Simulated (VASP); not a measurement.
A run of VASP 6.6.1:

The input POSCAR:

```
Cu3Pd
1.0
    3.5972178816      0.0000000000      0.0000000000
    0.0000000000      3.5972178816      0.0000000000
    0.0000000000      0.0000000000      3.5972178816
Cu Pd
3 1
Direct
    0.0000000000      0.5000000000      0.5000000000
    0.5000000000      0.0000000000      0.5000000000
    0.5000000000      0.5000000000      0.0000000000
    0.0000000000      0.0000000000      0.0000000000
```

INCAR.step1

```
SYSTEM = Cu3Pd
ALGO = Normal ; EDIFF = 1E-4
ENCUT = 520 ; GGA = PE
ISMEAR = 0 ; LASPH = .True.
LCHARG = .False. ; LREAL = .False.
LWAVE = .True. ; NBANDS = 30
NELM = 60 ; PREC = Accurate
SIGMA = 0.1
```

File INCAR.step2:

```
SYSTEM = Cu3Pd
ALGO = Normal ; EDIFF = 1E-6
ENCUT = 520 ; ISIF = 2
ISMEAR = 0 ; ISTART = 1
LASPH = .True. ; LCHARG = .False.
LMIXTAU = .True. ; LREAL = .False.
LWAVE = .False. ; METAGGA = R2SCAN
NBANDS = 30 ; NELM = 60
PREC = Accurate ; SIGMA = 0.1
```

File KPOINTS:

```
k-points
0
Gamma
  12 12 12
  0 0 0
```

Potentials or basis: VASP PAW PBE potentials, release 64 (Cu, Pd).

Command:

```console
$ cat potpaw_PBE.64/Cu/POTCAR potpaw_PBE.64/Pd/POTCAR > POTCAR
$ cp INCAR.step1 INCAR
$ mpirun -np 1 vasp_std > vasp.out
$ cp INCAR.step2 INCAR
$ mpirun -np 1 vasp_std > vasp.out
```

Hardware: 1 thread of Intel Xeon 8259CL (shared host).

Estimate the wall time of this run.

It took 7.9 min on 1 thread of Intel Xeon 8259CL, with other jobs on the host, peak memory 0.24 GiB. Counts: k points 84.
